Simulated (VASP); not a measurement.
Write the native input for VASP 6.6.1 that does the following.

```
Task                   : relaxation of cell and atoms
Functional             : PBEsol
Potentials or basis    : VASP PAW PBE potentials, release 64 (Mg, O)
Cutoff                 : 600 eV
k mesh                 : 12 × 12 × 2
Occupations            : gaussian, width 0.02 eV
Spin                   : no spin polarisation
Dipole correction      : no
Further INCAR settings : ALGO = Normal; EDIFF = 1e-07; IBRION = 2; EDIFFG = -0.01; NSW = 65; ISIF = 3
```

The structure of MgO lies in POSCAR:

```
MgO
1.0
    2.9799354756      0.0000000000      0.0000000000
   -1.4899677378      2.5806998235      0.0000000000
    0.0000000000      0.0000000000     17.0317490926
Mg O
7 7
Direct
    0.0000000000      0.0000000000      0.0000000000
    0.3333333333      0.6666666667      0.1428571429
    0.0000000000      0.0000000000      0.2857142857
    0.3333333333      0.6666666667      0.4285714286
    0.6666666667      0.3333333333      0.5714285714
    0.3333333333      0.6666666667      0.7142857143
    0.6666666667      0.3333333333      0.8571428571
    0.6666666667      0.3333333333      0.0714285714
    0.6666666667      0.3333333333      0.2142857143
    0.6666666667      0.3333333333      0.3571428571
    0.0000000000      0.0000000000      0.5000000000
    0.0000000000      0.0000000000      0.6428571429
    0.0000000000      0.0000000000      0.7857142857
    0.3333333333      0.6666666667      0.9285714286
```

These files were run (other wordings do the same):

INCAR

```
SYSTEM = MgO
PREC = Accurate
ENCUT = 600
EDIFF = 1E-7
ISMEAR = 0
SIGMA = 0.02
LREAL = .False.
LASPH = .True.
NELM = 60
ALGO = Normal
ISIF = 3
LWAVE = .False.
LCHARG = .False.
GGA = PS
IBRION = 2
NSW = 65
EDIFFG = -0.01
```

KPOINTS

```
Automatic mesh
0
Gamma
  12 12 2
  0 0 0
```

Potentials or basis: VASP PAW PBE potentials, release 64 (Mg, O).

The run is started by

```console
$ cat potpaw_PBE.64/Mg/POTCAR potpaw_PBE.64/O/POTCAR > POTCAR
$ mpirun -np 1 vasp_std > vasp.out
```

It gave:

```yaml
Relaxed_volume: 9.49 Å³/atom
Relaxed_cell: a = 2.948 Å, b = 2.948 Å, c = 17.658 Å, α = 90.00°, β = 90.00°, γ = 120.00°
Space_group_after_relaxing_to_0.1_Å: P-3m1 (No. 164)
Energy_gained_by_relaxing: 32.9 meV/atom
Ionic_steps: 13
Pressure_after_relaxing: 0.0 GPa
Largest_force_after_relaxing: 0.006 eV/Å
Band_gap_on_the_k_mesh: 3.67 eV (least direct gap 3.70 eV)
```

Caveat: the PAW data sets were made with another functional, which shifts forces and pressure a little.

It took 22 min on 1 thread of AMD EPYC 9R45 96-Core Processor (Zen 5) (shared host), peak memory 0.36 GiB.
